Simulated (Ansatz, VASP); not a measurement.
WF3: VASP beside Ansatz

```xyz
4
Lattice="3.4440 0.0000 0.0000 0.0000 3.4440 0.0000 0.0000 0.0000 3.4450" Properties=species:S:1:pos:R:3 pbc="T T T"
W     0.0000    0.0000    0.0000
F     1.7220    1.7220    0.0000
F     0.0000    1.7220    1.7225
F     1.7220    0.0000    1.7225
```

Change from the starting cell: species swapped into the SrPb3 type (P4/mmm, No. 123).

Alike in both runs: functional PBE; k mesh 6 × 6 × 6; occupations gaussian, width 0.1 eV; collinear spin.

Ansatz relaxed the structure, and its values are those at the end. VASP's run is a single point on that final structure, the one shown.

|  | VASP | Ansatz |
| --- | --- | --- |
| version | VASP 6.6.1 | Ansatz 0.2.0 |
| potentials or method | VASP PAW PBE potentials, release 64 (W_sv, F), cutoff 520 eV | scalar-relativistic, plane waves, PAW |
| valence electrons in the cell | 35 | 35 |

|  | VASP | Ansatz | Ansatz less VASP |
| --- | --- | --- | --- |
| gap on the k mesh at the Fermi level (eV) | none | none | - |
| pressure (GPa) | 0.3 | 0.1 | -0.14 |
| net moment per atom (μB) | 0.72 | 0.72 | 0.000 |
| size of the moment on the site where the two differ most (μB) | 2.42 | 1.95 | -0.467 |

Site moments also hang on the region over which each program counts them. A gap of «none» marks a metal or a gap that the smearing closes. Ansatz's warnings: no starting moments.

Neither program's run includes spin-orbit coupling.
